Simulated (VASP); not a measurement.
Write the native input for VASP 6.6.1 that does the following.

| Item | Value |
| --- | --- |
| Task | single point |
| Functional | r2SCAN |
| Potentials or basis | VASP PAW PBE potentials, release 64 (Ti_sv) |
| Cutoff | 520 eV |
| k mesh | 20 × 20 × 20 |
| Occupations | gaussian, width 0.15 eV |
| Spin | no spin polarisation |
| Dipole correction | no |
| Further INCAR settings | ALGO = Normal; EDIFF = 1e-07; NBANDS = 12 |

Ti:

```
Ti
1.0
    -1.67382    1.64100    1.64100
     1.67382   -1.64100    1.64100
     1.67382    1.64100   -1.64100
Ti
1
Direct
  0.00000 0.00000 0.00000
```

This cell differs from its parent crystal: strain +0.0200 x Voigt [1, 0, 0, 0, 0, 0].

The input as run:

POSCAR

```
Ti
1.0
   -1.6738200000      1.6410000000      1.6410000000
    1.6738200000     -1.6410000000      1.6410000000
    1.6738200000      1.6410000000     -1.6410000000
Ti
1
Direct
    0.0000000000      0.0000000000      0.0000000000
```

INCAR.step1

```
PREC = Accurate
ENCUT = 520
ISMEAR = 0
SIGMA = 0.15
LREAL = F
LASPH = T
NELM = 60
NBANDS = 12
GGA = PE
ALGO = Normal
EDIFF = 1E-4
LWAVE = T
LCHARG = F
```

INCAR.step2

```
PREC = Accurate
ENCUT = 520
EDIFF = 1E-7
ISMEAR = 0
SIGMA = 0.15
LREAL = F
LASPH = T
NELM = 60
ALGO = Normal
ISIF = 2
LWAVE = F
LCHARG = F
METAGGA = R2SCAN
LMIXTAU = T
NBANDS = 12
ISTART = 1
```

KPOINTS

```
regular mesh
0
Gamma
  20 20 20
```

Potentials or basis: VASP PAW PBE potentials, release 64 (Ti_sv).

The run is started by

```sh
$ cat potpaw_PBE.64/Ti_sv/POTCAR > POTCAR
$ cp INCAR.step1 INCAR
$ mpirun -np 1 vasp_std > vasp.out
$ cp INCAR.step2 INCAR
$ mpirun -np 1 vasp_std > vasp.out
```

It gave:

```
Pressure               : -4.4 GPa
Band gap on the k mesh : zero (band 6 reaches 8.79 eV, above the bottom of band 7 at 7.06 eV)
```

Caveat: the cell differs from its parent crystal (strain +0.0200 x Voigt [1, 0, 0, 0, 0, 0]); the PAW data sets were made with another functional, which shifts forces and pressure a little.

It took 7.8 min on 1 thread of AMD EPYC 9R45 96-Core Processor (Zen 5) (shared host), peak memory 0.22 GiB.
